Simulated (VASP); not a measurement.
# As in VASP: further runs

As is run at these levels: PBE; tasks: single point.

Program: VASP 6.6.1. These are calculated values, not measurements. Logs are shortened: lines on timing, memory, paths and dates and some standing lists are left out, and cuts for length are marked.

## (1) The cell of the first run

The structure is orthorhombic, space group Cmmm (No. 65). The conventional cell has a = 2.829 Å, b = 5.357 Å, c = 2.689 Å, α = 90.00°, β = 90.00°, γ = 90.00°. As (site symmetry mmm) has 8 As at 2.69 to 3.03 Å within 3.5 Å.

## (2) Single point, PBE

Input file INCAR:

```
PREC     = Accurate       # precision mode
ENCUT    = 520            # plane-wave cutoff, eV
EDIFF    = 1E-6           # SCF threshold, eV
ISMEAR   = 0              # smearing method
SIGMA    = 0.1            # smearing width, eV
LREAL    = False          # projectors in reciprocal space
LASPH    = True           # aspherical terms in the spheres
NELM     = 80             # most SCF steps
ALGO     = Normal         # electronic algorithm
ISIF     = 2              # what is computed and relaxed
LWAVE    = False          # write WAVECAR
LCHARG   = False          # write CHGCAR
GGA      = PE             # functional
NBANDS   = 8              # bands
```

Input file KPOINTS:

```
Automatic mesh
0
Gamma
  8 8 6
```

Input file POSCAR:

```
As
1.0
    1.4143047689     -2.6785862120      0.0000000000
    1.4143047689      2.6785862120      0.0000000000
    0.0000000000      0.0000000000      2.6886894448
As
1
Direct
    0.5000000000      0.5000000000      0.0000000000
```

Potentials or basis: VASP PAW PBE potentials, release 64 (As).

Command:

```
cat potpaw_PBE.64/As/POTCAR > POTCAR
mpirun -np 1 vasp_std > vasp.out
```

OUTCAR:

```text
PREC = Accurate
   ENCUT = 520
   EDIFF = 1E-6
   ISMEAR = 0
   LREAL = False
   LASPH = True
   NELM = 80
   ISIF = 2
   GGA = PE

 ion  position               nearest neighbor table
   1  0.500  0.500  0.000-

  LATTYP: Found a base centered orthorhombic cell.
 ALAT       =     2.8286095378
 B/A-ratio  =     1.8939243301
 C/A-ratio  =     0.9505339669

  Lattice vectors:

 A1 = (   1.4143047689,  -2.6785862120,   0.0000000000)
 A2 = (   1.4143047689,   2.6785862120,   0.0000000000)
 A3 = (   0.0000000000,   0.0000000000,   2.6886894448)

Analysis of symmetry for initial positions (statically):
=====================================================================
 Subroutine PRICEL returns:
 Original cell was already a primitive cell.

 Routine SETGRP: Setting up the symmetry group for a
 base centered orthorhombic supercell.

 Subroutine GETGRP returns: Found  8 space group operations
 (whereof  8 operations were pure point group operations)
 out of a pool of  8 trial point group operations.

The static configuration has the point symmetry D_2h.

Analysis of symmetry for dynamics (positions and initial velocities):
=====================================================================
 Subroutine PRICEL returns:
 Original cell was already a primitive cell.

 Routine SETGRP: Setting up the symmetry group for a
 base centered orthorhombic supercell.

 Subroutine GETGRP returns: Found  8 space group operations
 (whereof  8 operations were pure point group operations)
 out of a pool of  8 trial point group operations.

The dynamic configuration has the point symmetry D_2h.

 Subroutine INISYM returns: Found  8 space group operations
 (whereof  8 operations are pure point group operations),
 and found     1 'primitive' translations

----------------------------------------------------------------------------------------

                                     Primitive cell

  volume of cell :      20.3713

  direct lattice vectors                    reciprocal lattice vectors
     1.414304769 -2.678586212  0.000000000     0.353530590 -0.186665636  0.000000000
     1.414304769  2.678586212  0.000000000     0.353530590  0.186665636  0.000000000
     0.000000000  0.000000000  2.688689445     0.000000000  0.000000000  0.371928414

  length of vectors
     3.029039794  3.029039794  2.688689445     0.399784865  0.399784865  0.371928414

  position of ions in fractional coordinates (direct lattice)
     0.500000000  0.500000000  0.000000000

  ion indices of the primitive-cell ions
   primitive index   ion index
                 1           1

----------------------------------------------------------------------------------------

 KPOINTS: Automatic mesh

Automatic generation of k-mesh.
 Grid dimensions read from file:
 generate k-points for:    8    8    6

 Generating k-lattice:

  Cartesian coordinates                     Fractional coordinates (reciprocal lattice)
     0.044191324 -0.023333205  0.000000000     0.125000000  0.000000000  0.000000000
     0.044191324  0.023333205  0.000000000     0.000000000  0.125000000  0.000000000
     0.000000000  0.000000000  0.061988069     0.000000000  0.000000000  0.166666667

  Length of vectors
     0.049973108  0.049973108  0.061988069

  Shift w.r.t. Gamma in fractional coordinates (k-lattice)
     0.000000000  0.000000000  0.000000000

 Subroutine IBZKPT returns following result:
 ===========================================

 Found     84 irreducible k-points:

 Following reciprocal coordinates:
            Coordinates               Weight
  0.000000  0.000000  0.000000      1.000000
  0.125000  0.000000  0.000000      4.000000
  0.250000  0.000000  0.000000      4.000000
  0.375000  0.000000  0.000000      4.000000
  0.500000  0.000000  0.000000      2.000000
  0.125000  0.125000  0.000000      2.000000
[... 16 lines left out ...]
  0.125000  0.000000  0.166667      8.000000
  0.250000  0.000000  0.166667      8.000000
 [... further k-points ...]
   k-points           NKPTS =     84   k-points in BZ     NKDIM =     84   number of bands    NBANDS=      8
   number of dos      NEDOS =    301   number of ions     NIONS =      1
   total plane-waves  NPLWV =  11520
   dimension x,y,z NGX =    24 NGY =   24 NGZ =   20
   dimension x,y,z NGXF=    48 NGYF=   48 NGZF=   40
   ions per type =               1
   NGX,Y,Z   is equivalent  to a cutoff of  13.17, 13.17, 12.37 a.u.
   NGXF,Y,Z  is equivalent  to a cutoff of  26.34, 26.34, 24.73 a.u.
 SYSTEM =  unknown system
   PREC   = accura    normal or accurate (medium, high low for compatibility)
   ISTART =      0    job   : 0-new  1-cont  2-samecut
   ICHARG =      2    charge: 1-file 2-atom 10-const
   ISPIN  =      1    spin polarized calculation?
   LNONCOLLINEAR =      F non collinear calculations
   LSORBIT =      F    spin-orbit coupling
   LASPH  =      T    aspherical Exc in radial PAW
   ENCUT  =  520.0 eV  38.22 Ry    6.18 a.u.   5.63  5.63  5.00*2*pi/ulx,y,z
   NELM   =     80;   NELMIN=  2; NELMDL= -5     # of ELM steps
   EDIFF  = 0.1E-05   stopping-criterion for ELM
   LREAL  =      F    real-space projection
[... 7 lines left out ...]
   TEBEG  =    0.0;   TEEND  =   0.0 temperature during run
   PSTRESS=    0.0 pullay stress
   NELECT =       5.0000    total number of electrons
   NUPDOWN=      -1.0000    fix difference up-down
   EMIN   =  10.00;   EMAX   =-10.00  energy-range for DOS
   EFERMI =   0.00;   METHOD = LEGACY
   ISMEAR =     0;   SIGMA  =   0.10  broadening in eV -4-tet -1-fermi 0-gaus
   EFERMI_NEDOS =   21; number of points for ismear=-14 and -15
   IALGO  =     38    algorithm
   IMIX   =      4    mixing-type and parameters
     AMIX     =   0.40;   BMIX     =  1.00
     AMIX_MAG =   1.60;   BMIX_MAG =  1.00
  volume/ion in A,a.u.               =      20.37       137.47
  Fermi-wavevector in a.u.,A,eV,Ry     =   1.025003  1.936975 14.294701  1.050631
  Thomas-Fermi vector in A             =   2.158820
   LORBIT       =      0    0 simple, 1 ext, 2 COOP (PROOUT), +10 PAW based schemes
   GGA     = PE    functional components
   LHFCALC =     F    Hartree Fock is set to
   AEXX    =    0.0000 exact exchange contribution
   IVDW    =     0    specifies the selected vdW correction
   LEPSILON=     F    determine dielectric tensor
   LRPA    =     F    only Hartree local field effects (RPA)
 non-spin polarized calculation
 Gauss-broadening in eV      SIGMA  =   0.10
  energy-cutoff  :      520.00
  volume of cell :       20.37
 maximum number of plane-waves:       562
 NGX is ok and might be reduce to    24

 number of electron       5.0000001 magnetization

 Free energy of the ion-electron system (eV)
  ---------------------------------------------------
  ext. energy  EPLUGINS =         0.00000000
  ---------------------------------------------------
  free energy    TOTEN  =        -4.42100241 eV

  energy without entropy =       -4.41909268  energy(sigma->0) =       -4.42004755

 E-fermi :   5.5637     XC(G=0): -10.3753

 val. band max:        5.5283269593   @ k =   0.3750   0.1250   0.1667
 cond. band min:       5.6094595168   @ k =   0.3750   0.3750   0.5000
 fundamental gap:      0.0811325576
 Fermi energy:         5.5637080752

 k-point     1 :       0.0000    0.0000    0.0000
  band No.  band energies     occupation
      1      -8.9758      2.00000
      2       9.3804      0.00000
      3      10.3198      0.00000
      4      10.9025      0.00000
      5      14.3941      0.00000
      6      15.9118      0.00000
      7      17.8191      0.00000
      8      19.0099      0.00000

 k-point     2 :       0.1250    0.0000    0.0000
  band No.  band energies     occupation
      1      -8.6361      2.00000
      2       8.0931      0.00000
      3       9.0895      0.00000
      4      10.6142      0.00000
      5      14.9339      0.00000
      6      15.8868      0.00000
      7      17.7347      0.00000
      8      19.8561      0.00000

 k-point     3 :       0.2500    0.0000    0.0000
  band No.  band energies     occupation
      1      -7.6416      2.00000
      2       4.4686      2.00000
      3       7.7558      0.00000
      4      11.4345      0.00000
      5      13.3032      0.00000
      6      16.6440      0.00000
      7      20.3806      0.00000
      8      23.5649      0.00000

 k-point     4 :       0.3750    0.0000    0.0000
  band No.  band energies     occupation
      1      -6.1382      2.00000
      2       1.0855      2.00000
      3       6.9017      0.00000
      4      12.0026      0.00000
      5      12.5103      0.00000
      6      18.2594      0.00000
      7      22.3419      0.00000
      8      22.9626      0.00000

 k-point     5 :       0.5000    0.0000    0.0000
  band No.  band energies     occupation
      1      -5.0520      2.00000
      2      -0.6540      2.00000
      3       6.6041      0.00000
      4      11.5677      0.00000
      5      13.0987      0.00000
      6      19.7591      0.00000
      7      21.1858      0.00000
      8      21.6533      0.00000
[... 177 lines left out ...]
 k-point    22 :       0.0000    0.0000    0.1667
  band No.  band energies     occupation
      1      -8.4572      2.00000
      2       6.1302      0.00000
      3       9.8216      0.00000
      4      11.3383      0.00000
      5      15.7874      0.00000
      6      17.7294      0.00000
      7      19.4792      0.00000
      8      20.5030      0.00000

 k-point    23 :       0.1250    0.0000    0.1667
  band No.  band energies     occupation
      1      -8.1174      2.00000
      2       6.4155      0.00000
      3       8.6229      0.00000
      4       9.5506      0.00000
      5      15.8232      0.00000
      6      18.0842      0.00000
      7      19.7465      0.00000
      8      20.6335      0.00000

 k-point    24 :       0.2500    0.0000    0.1667
  band No.  band energies     occupation
      1      -7.1226      2.00000
      2       4.9158      2.00000
      3       7.4366      0.00000
      4       8.2091      0.00000
      5      13.8708      0.00000
      6      19.2537      0.00000
      7      20.8112      0.00000
      8      22.2819      0.00000

 [... further k-points ...]
[... 5 lines left out ...]
  --------------------------------------------------------------------------------------
  -------------------------------------------------------------------------------------
  Total        0.0343025      0.0126281      0.0328399      0.0000000      0.0000000      0.0000000
  in kB        2.6978459      0.9931818      2.5828176      0.0000000      0.0000000      0.0000000
  external PRESSURE =       2.0912818 kB  Pullay stress =       0.0000000 kB

 VOLUME and BASIS-vectors are now :
 -----------------------------------------------------------------------------
  energy-cutoff  :      520.00
  volume of cell :       20.37
      direct lattice vectors                 reciprocal lattice vectors
     1.414304769 -2.678586212  0.000000000     0.353530590 -0.186665636  0.000000000
     1.414304769  2.678586212  0.000000000     0.353530590  0.186665636  0.000000000
     0.000000000  0.000000000  2.688689445     0.000000000  0.000000000  0.371928414

 POSITION                                       TOTAL-FORCE (eV/Angst)
 -----------------------------------------------------------------------------------
      1.41430      0.00000      0.00000        -0.000000      0.000000      0.000000
 -----------------------------------------------------------------------------------
    total drift:                               -0.000000     -0.000000     -0.000000

  FREE ENERGIE OF THE ION-ELECTRON SYSTEM (eV)
  ---------------------------------------------------
  free  energy   TOTEN  =        -4.4210024137 eV

  energy  without entropy=       -4.4190926844  energy(sigma->0) =       -4.42004755
```

Wall time 8 s (1 thread of Intel Xeon 6975P-C, shared host); peak memory 0.13 GiB.

Results:

- Free energy: -4.4210 eV
- Pressure: 0.2 GPa

Caveat: the k points lie up to 0.39 Å⁻¹ apart.

## (3) Single point, PBE

This run uses another cell than the first one: it holds 2 atoms, not 1.

Input file INCAR:

```
SYSTEM = As
ALGO = Normal ; EDIFF = 1E-6
ENCUT = 520 ; GGA = PE
ISIF = 2 ; ISMEAR = 0
LASPH = .True. ; LCHARG = .False.
LREAL = .False. ; LWAVE = .False.
NBANDS = 12 ; NELM = 60
PREC = Accurate ; SIGMA = 0.1
```

Input file KPOINTS:

```
k-points
0
Gamma
  6 4 4
  0 0 0
```

Input file POSCAR:

```
As
1.0
    2.6297219915      0.0000000000      0.0000000000
    0.0000000000      5.3659418861      0.0000000000
    0.0000000000      0.0000000000      2.9542649980
As
2
Direct
    0.5000000000      0.0000000000      0.9999027685
    0.0000000000      0.5000000000      0.0000972315
```

Potentials or basis: VASP PAW PBE potentials, release 64 (As).

Command:

```
cat potpaw_PBE.64/As/POTCAR > POTCAR
mpirun -np 1 vasp_std > vasp.out
```

OUTCAR:

```text
SYSTEM = As
   EDIFF = 1E-6
   ENCUT = 520
   GGA = PE
   ISIF = 2
   ISMEAR = 0
   LASPH = .True.
   LREAL = .False.
   NELM = 60
   PREC = Accurate

 ion  position               nearest neighbor table
   1  0.500  0.000  1.000-
   2  0.000  0.500  0.000-

  LATTYP: Found a simple orthorhombic cell.
 ALAT       =     2.6297219915
 B/A-ratio  =     1.1234134283
 C/A-ratio  =     2.0404977802

  Lattice vectors:

 A1 = (  -2.6297219915,   0.0000000000,   0.0000000000)
[... 541 lines left out ...]
      6       6.5923      0.00000
      7       7.5483      0.00000
      8       7.5483      0.00000
      9      11.8564      0.00000
     10      11.8564      0.00000
     11      12.7375      0.00000
     12      12.7375      0.00000

 [... further k-points ...]
[... 5 lines left out ...]
  --------------------------------------------------------------------------------------
  -------------------------------------------------------------------------------------
  Total        0.0815907      0.0033507     -0.0071988      0.0000000      0.0000000      0.0000000
  in kB        3.1357832      0.1287767     -0.2766712      0.0000000      0.0000000      0.0000000
  external PRESSURE =       0.9959629 kB  Pullay stress =       0.0000000 kB

 VOLUME and BASIS-vectors are now :
 -----------------------------------------------------------------------------
  energy-cutoff  :      520.00
  volume of cell :       41.69
      direct lattice vectors                 reciprocal lattice vectors
     2.629721991  0.000000000  0.000000000     0.380268334  0.000000000  0.000000000
     0.000000000  5.365941886  0.000000000     0.000000000  0.186360572  0.000000000
     0.000000000  0.000000000  2.954264998     0.000000000  0.000000000  0.338493670

 POSITION                                       TOTAL-FORCE (eV/Angst)
 -----------------------------------------------------------------------------------
      1.31486      0.00000      2.95398         0.000000      0.000000      0.000371
      0.00000      2.68297      0.00029         0.000000      0.000000     -0.000371
 -----------------------------------------------------------------------------------
    total drift:                                0.000000      0.000000      0.000000

  FREE ENERGIE OF THE ION-ELECTRON SYSTEM (eV)
  ---------------------------------------------------
  free  energy   TOTEN  =        -8.6382375354 eV

  energy  without entropy=       -8.6316611118  energy(sigma->0) =       -8.63494932
```

OSZICAR:

```text
N       E                     dE             d eps       ncg     rms          rms(c)
DAV:   1     0.236952825110E+02    0.23695E+02   -0.40252E+03   864   0.686E+02
DAV:   2    -0.727091929018E+01   -0.30966E+02   -0.29393E+02  1252   0.103E+02
DAV:   3    -0.863571704994E+01   -0.13648E+01   -0.13413E+01  1096   0.210E+01
DAV:   4    -0.864282143627E+01   -0.71044E-02   -0.71030E-02   972   0.164E+00
DAV:   5    -0.864283472770E+01   -0.13291E-04   -0.13292E-04  1028   0.820E-02    0.286E+00
DAV:   6    -0.863917778063E+01    0.36569E-02   -0.38352E-03   948   0.340E-01    0.169E+00
DAV:   7    -0.863819345203E+01    0.98433E-03   -0.78442E-03   944   0.491E-01    0.663E-02
DAV:   8    -0.863823613526E+01   -0.42683E-04   -0.32559E-04   964   0.109E-01    0.116E-02
DAV:   9    -0.863823821548E+01   -0.20802E-05   -0.33694E-06  1020   0.127E-02    0.542E-03
DAV:  10    -0.863823753537E+01    0.68012E-06   -0.93378E-07   616   0.594E-03
   1 F= -.86382375E+01 E0= -.86349493E+01  d E =-.657642E-02
```

Wall time 13 s (1 thread of Intel Xeon 6975P-C, shared host); peak memory 0.15 GiB.

What came out:

```yaml
Free_energy: -8.6382 eV
Pressure: 0.1 GPa
Band_gap_on_the_k_mesh: zero (band 5 reaches 9.52 eV, above the bottom of band 6 at 3.24 eV)
```

Stress tensor (GPa, compression positive):
```
 0.31  0.00  0.00
 0.00  0.01  0.00
 0.00  0.00 -0.03
```

Levels at points of the mesh, in eV from the Fermi level:
| k point | band 3 | band 4 | band 5 | band 6 | band 7 | band 8 |
| --- | --- | --- | --- | --- | --- | --- |
| (0.00, 0.00, 0.00) | -6.45 | 1.87 | 4.16 | 4.17 | 5.41 | 6.86 |
| (0.50, 0.00, 0.00) | -4.92 | -4.92 | -1.24 | -1.24 | 5.51 | 5.51 |
| (0.00, 0.50, 0.00) | -2.00 | -2.00 | 2.81 | 2.81 | 6.39 | 6.39 |
| (0.50, 0.50, 0.00) | -6.22 | -6.22 | 1.56 | 1.56 | 5.57 | 5.57 |
| (0.00, 0.00, 0.50) | -6.32 | -4.64 | -3.48 | 2.68 | 5.52 | 6.81 |
| (0.50, 0.00, 0.50) | -3.24 | -3.24 | -2.11 | -2.11 | 0.50 | 0.50 |
| (0.00, 0.50, 0.50) | -5.24 | -5.24 | -0.22 | -0.22 | 6.89 | 6.89 |
| (0.50, 0.50, 0.50) | -4.57 | -4.57 | -1.99 | -1.99 | 3.02 | 3.02 |

Caveat: the k points lie up to 0.53 Å⁻¹ apart.
